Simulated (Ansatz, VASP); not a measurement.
**Two plane-wave programs on Ir**

Contents of POSCAR:

```
Ir
1.0
    0.0000000000      1.9772910000      1.9197000000
    1.9772910000      0.0000000000      1.9197000000
    1.9772910000      1.9772910000      0.0000000000
Ir
1
Direct
    0.0000000000      0.0000000000      0.0000000000
```

Contents of INCAR.step1:

```
SYSTEM = Ir
ALGO = Normal ; EDIFF = 1E-4
ENCUT = 520 ; GGA = PE
ISMEAR = 0 ; LASPH = .True.
LCHARG = .False. ; LREAL = .False.
LWAVE = .True. ; NBANDS = 10
NELM = 60 ; PREC = Accurate
SIGMA = 0.15
```

File INCAR.step2:

```
SYSTEM = Ir
ALGO = Normal ; EDIFF = 1E-6
ENCUT = 520 ; ISIF = 2
ISMEAR = 0 ; ISTART = 1
LASPH = .True. ; LCHARG = .False.
LMIXTAU = .True. ; LREAL = .False.
LWAVE = .False. ; METAGGA = R2SCAN
NBANDS = 10 ; NELM = 60
PREC = Accurate ; SIGMA = 0.15
```

Contents of KPOINTS:

```
k-points
0
Gamma
  22 22 22
  0 0 0
```

Input for Ansatz:

```yaml
crystal:
  lattice:
    - [0.0, 1.977291, 1.9197]
    - [1.977291, 0.0, 1.9197]
    - [1.977291, 1.977291, 0.0]
  atoms:
    - { symbol: Ir, position: [0.0, 0.0, 0.0] }
basis:
  ecutwfc: 500
kpoints:
  mp_grid: { grid: [22, 22, 22] }
hamiltonian:
  xc: r2scan
scf:
  occupations: { method: gaussian, width: 0.15 }
output:
  forces: true
  stress: true
  eigenvalues: true
  write_density: true
  write_potential: true
  elf: true
  volumetric_format: npy
```

Change from the starting cell: strain +0.030 along x and y, +0.000 along z, atoms carried along.

Alike in both runs: task single point; functional r2SCAN; k mesh 22 × 22 × 22; occupations gaussian, width 0.15 eV; no spin polarisation.

```csv
,VASP,Ansatz
version,VASP 6.6.1,Ansatz 0.2.0
potentials or method,"VASP PAW PBE potentials, release 64 (Ir), cutoff 520 eV","scalar-relativistic, plane waves, PAW"
valence electrons in the cell,9,17
```

|  | VASP | Ansatz | Ansatz less VASP |
| --- | --- | --- | --- |
| gap on the k mesh at the Fermi level (eV) | none | none | - |
| pressure (GPa) | -16.0 | -17.8 | -1.87 |
| traceless stress, the component that is largest in VASP (GPa) | 6.25 | 6.25 | +0.004 |

VASP's potentials were made for PBE, not for r2SCAN. A gap of «none» marks a metal or a gap that the smearing closes. The functional is the same, so the differences come from potentials, cutoffs and numerics. VASP's potentials hold 9 valence electrons a cell and Ansatz's 17, so a difference there can come from the potentials and not from the codes.

Neither program's run includes spin-orbit coupling.
